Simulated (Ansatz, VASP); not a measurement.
# TeSe4 in VASP and in Ansatz

Contents of INCAR:

```
PREC = Accurate ; ENCUT = 520
EDIFF = 1E-6 ; ISMEAR = 0
SIGMA = 0.1 ; LREAL = False
LASPH = True ; NELM = 100
ALGO = Normal ; ISIF = 2
LWAVE = False ; LCHARG = True
GGA = PE ; LELF = True
LVHAR = True ; NBANDS = 23
```

The input KPOINTS:

```
regular mesh
0
Gamma
  4 4 4
```

The input POSCAR:

```
TeSe4
1.0
    5.4413285600      0.0000000000      0.0000000000
    0.0000000000      5.4413285600      0.0000000000
    0.0000000000      0.0000000000      5.4413285600
Te Se
1 4
Direct
    0.0000000000      0.0000000000      0.0000000000
    0.2500000000      0.2500000000      0.2500000000
    0.7500000000      0.7500000000      0.2500000000
    0.2500000000      0.7500000000      0.7500000000
    0.7500000000      0.2500000000      0.7500000000
```

Input for Ansatz:

```yaml
crystal:
  lattice:
    - [5.44132856, 0.0, 0.0]
    - [0.0, 5.44132856, 0.0]
    - [0.0, 0.0, 5.44132856]
  atoms:
    - { symbol: Te, position: [0.0, 0.0, 0.0] }
    - { symbol: Se, position: [0.25, 0.25, 0.25] }
    - { symbol: Se, position: [0.75, 0.75, 0.25] }
    - { symbol: Se, position: [0.25, 0.75, 0.75] }
    - { symbol: Se, position: [0.75, 0.25, 0.75] }
basis:
  ecutwfc: 420
kpoints:
  mp_grid: { grid: [4, 4, 4] }
hamiltonian:
  xc: pbe
scf:
  occupations: { method: gaussian, width: 0.1 }
  lower_state_search: "off"
output:
  forces: true
  stress: true
  eigenvalues: true
```

Change from the starting cell: species swapped into the SnI4 type (P-43m, No. 215).

Alike in both runs: task single point; functional PBE; k mesh 4 × 4 × 4; occupations gaussian, width 0.1 eV; no spin polarisation.

|  | VASP | Ansatz |
| --- | --- | --- |
| version | VASP 6.6.1 | Ansatz 0.2.0 |
| potentials or method | VASP PAW PBE potentials, release 64 (Te, Se), cutoff 520 eV | scalar-relativistic, plane waves, PAW |
| valence electrons in the cell | 30 | 80 |

```csv
,VASP,Ansatz,Ansatz less VASP
gap on the k mesh at the Fermi level (eV),none,none,-
pressure (GPa),5.4,5.3,-0.12
```

A gap of «none» marks a metal or a gap that the smearing closes. VASP's potentials hold 30 valence electrons a cell and Ansatz's 80, so a difference there can come from the potentials and not from the codes.

Neither program's run includes spin-orbit coupling.
